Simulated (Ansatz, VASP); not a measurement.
**One calculation of Ti, two programs**

```
Ti
1.0
    -1.60521    1.60521    1.60521
     1.60521   -1.60521    1.60521
     1.60521    1.60521   -1.60521
Ti
1
Direct
  0.00000 0.00000 0.00000
```

Alike in both runs: functional PBEsol; k mesh 8 × 8 × 8; occupations gaussian, width 0.1 eV; no spin polarisation.

Ansatz relaxed the structure, and its values are those at the end. VASP's run is a single point on that final structure, the one shown.

|  | VASP | Ansatz |
| --- | --- | --- |
| version | VASP 6.6.1 | Ansatz 0.2.0 |
| potentials or method | VASP PAW PBE potentials, release 64 (Ti_sv), cutoff 520 eV | scalar-relativistic, plane waves, PAW |
| valence electrons in the cell | 12 | 12 |

```csv
,VASP,Ansatz,Ansatz less VASP
gap on the k mesh at the Fermi level (eV),none,none,-
pressure (GPa),-0.4,0.0,+0.32
```

VASP's potentials were made for PBE, not for PBEsol. A gap of «none» marks a metal or a gap that the smearing closes.
